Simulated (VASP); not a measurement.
Al, 1 atom in the cell. The structure is cubic, space group Im-3m (No. 229). Conventional cell: a = 3.117 Å, b = 3.117 Å, c = 3.117 Å, α = 90.00°, β = 90.00°, γ = 90.00°. Al (site symmetry m-3m) has 14 Al at 2.70 to 3.12 Å within 3.6 Å. 

```yaml
Program: VASP 6.6.1
Task: single point
Functional: LDA
Potentials_or_basis: VASP PAW LDA potentials, release 64 (Al)
Cutoff: 520 eV
k_mesh: 13 × 13 × 13
Occupations: methfessel-paxton, width 0.1 eV
Spin: no spin polarisation
Dipole_correction: no
Further_INCAR_settings: ALGO = Normal; EDIFF = 1e-06; NBANDS = 8
```

Potentials or basis: VASP PAW LDA potentials, release 64 (Al).

Run with:

```bash
$ cat potpaw_LDA.64/Al/POTCAR > POTCAR
$ mpirun -np 1 vasp_std > vasp.out
```

Hardware: 1 thread of AMD EPYC 9R45 96-Core Processor (Zen 5), with other jobs on the host.

Q: Estimate the wall time of this run.

A: It took 3.6 s on 1 thread of AMD EPYC 9R45 96-Core Processor (Zen 5), on a shared host, peak memory 0.08 GiB. Counts: scf iterations 9, k points 84.
